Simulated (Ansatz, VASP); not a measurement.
# One calculation of Ge2Sb2Te5, two programs

```
Ge Sb Te
1.0
     3.90305    0.00000    0.00000
    -1.95152    3.38014    0.00000
     0.00000    0.00000   19.85987
Ge Sb Te
2 2 5
Direct
  0.00000 0.00000 0.33147
  0.00000 0.00000 0.66853
  0.33333 0.66667 0.11216
  0.66667 0.33333 0.88784
  0.00000 0.00000 0.00000
  0.33333 0.66667 0.79136
  0.66667 0.33333 0.20864
  0.33333 0.66667 0.40975
  0.66667 0.33333 0.59025
```

Alike in both runs: task single point; functional PBE; k mesh 12 × 12 × 2; occupations gaussian, width 0.03 eV; no spin polarisation.

|  | VASP | Ansatz |
| --- | --- | --- |
| version | VASP 6.6.1 | Ansatz 0.2.0 |
| potentials or method | VASP PAW PBE potentials, release 64 (Ge_d, Sb, Te), cutoff 520 eV | scalar-relativistic, plane waves, PAW |
| valence electrons in the cell | 68 | 138 |

|  | VASP | Ansatz | Ansatz less VASP |
| --- | --- | --- | --- |
| gap on the k mesh at the Fermi level (eV) | none | none | - |
| pressure (GPa) | 4.0 | 4.1 | +0.13 |
| traceless stress, the component that is largest in VASP (GPa) | -3.38 | -3.41 | -0.030 |
| rms of the force components (eV/Å) | 0.127 | 0.114 | -0.0132 |

Atom by atom the forces differ by 0.014 eV/Å (rms over components). A gap of «none» marks a metal or a gap that the smearing closes. VASP's potentials hold 68 valence electrons a cell and Ansatz's 138, so a difference there can come from the potentials and not from the codes.

Spin-orbit coupling is off throughout.
